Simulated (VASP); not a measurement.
Te2Mo: single point with PBE

Crystal: Te2Mo.

```
Te Mo
1.0
     3.53712    0.00000    0.00000
    -1.76856    3.06324    0.00000
     0.00000    0.00000    7.82683
Te Mo
2 1
Direct
  0.33333 0.66667 0.77052
  0.33333 0.66667 0.22948
  0.00000 0.00000 0.00000
```

| Quantity | Value |
| --- | --- |
| Program | VASP 6.6.1 |
| Task | single point |
| Functional | PBE |
| Potentials or basis | VASP PAW PBE potentials, release 64 (Te, Mo_sv) |
| Cutoff | 520 eV |
| k mesh | 6 × 6 × 2 |
| Occupations | gaussian, width 0.01 eV |
| Spin | no spin polarisation |
| Dipole correction | no |
| Further INCAR settings | ALGO = Normal; EDIFF = 1e-06; NBANDS = 20 |

```
Pressure               : 1.8 GPa
Largest force          : 0.206 eV/Å
Band gap on the k mesh : 1.06 eV, indirect (least direct gap 1.07 eV)
```

Forces on the atoms (eV/Å):
```
Te   0.000  0.000 -0.206
Te   0.000  0.000  0.206
Mo   0.000  0.000  0.000
```

Stress tensor (GPa, compression positive):
```
1.36 0.00 0.00
0.00 1.36 0.00
0.00 0.00 2.78
```

Levels at points of the mesh, in eV from the valence-band top:
```tsv
k point	band 9	band 10	band 11	band 12	band 13	band 14	band 15	band 16	band 17	band 18
(0.00, 0.00, 0.00)	-1.71	-1.03	-0.91	-0.91	-0.76	3.13	3.13	3.34	3.34	5.08
(0.50, 0.00, 0.00)	-3.55	-2.33	-1.34	-0.91	-0.36	1.39	1.64	3.51	3.72	3.78
(0.00, 0.00, 0.50)	-1.70	-1.70	-0.92	-0.92	-0.16	3.05	3.05	3.43	3.43	6.17
(0.50, 0.00, 0.50)	-3.20	-2.35	-1.97	-0.62	-0.31	1.40	1.81	2.92	3.61	4.45
```

Run time: 13 s on 1 thread of Intel(R) Xeon(R) 6975P-C (Granite Rapids), on a shared host, peak memory 0.21 GiB.

Caveat: spin-orbit coupling is left out, which moves the levels of the heavy elements; this functional lacks dispersion, which binds the layers, so the pressure and a relaxed spacing across them are unreliable. A hybrid or GW would open this gap; PBE tends to underestimate it.
